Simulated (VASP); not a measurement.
## Cr: single point with BLYP

The system is Cr.

```
CELL_PARAMETERS angstrom
2.50169 0.00000 0.00000
-1.25085 2.16653 0.00000
0.00000 0.00000 4.54572
ATOMIC_POSITIONS crystal
Cr 0.66667 0.33333 0.75000
Cr 0.33333 0.66667 0.25000
```

This isn't the form of Cr at room conditions, which is bcc.

```yaml
Program: VASP 6.6.1
Task: single point
Functional: BLYP
Potentials_or_basis: VASP PAW PBE potentials, release 64 (Cr_pv)
Cutoff: 520 eV
k_mesh: 11 × 11 × 6
Occupations: fermi-dirac, width 0.05 eV
Spin: collinear spin, ferromagnetic start
Starting_moments: "[3.0, 3.0] μB"
Dipole_correction: no
Further_INCAR_settings: ALGO = Normal; EDIFF = 1e-07; NBANDS = 23
```

The pressure is -0.1 GPa. The band gap on the k mesh is zero (filled and empty bands overlap), the net moment is 0.00 μB per cell and the valence electrons inside the program's atomic spheres are Cr 10.98.

Levels at points of the mesh, in eV from the Fermi level:
Spin up:
| k point | band 10 | band 11 | band 12 | band 13 | band 14 | band 15 |
| --- | --- | --- | --- | --- | --- | --- |
| (0.00, 0.00, 0.00) | -0.36 | -0.36 | -0.17 | -0.07 | -0.07 | 1.05 |
| (0.00, 0.00, 0.50) | -1.64 | -0.33 | -0.33 | -0.33 | -0.33 | 1.68 |
Spin down:
| k point | band 9 | band 10 | band 11 | band 12 | band 13 | band 14 | band 15 | band 16 |
| --- | --- | --- | --- | --- | --- | --- | --- | --- |
| (0.00, 0.00, 0.00) | -1.34 | -0.36 | -0.36 | -0.17 | -0.07 | -0.07 | 1.05 | 1.05 |
| (0.00, 0.00, 0.50) | -1.64 | -1.64 | -0.33 | -0.33 | -0.33 | -0.33 | 1.68 | 1.68 |

It took 41 s on 1 thread of Intel(R) Xeon(R) 6975P-C (Granite Rapids), with other jobs on the host, peak memory 0.18 GiB.

Caveat: an empty level that is flat over the whole mesh can mark a ghost state of the potentials, or a narrow d or f band; the PAW data sets were made with another functional, which shifts forces and pressure a little.
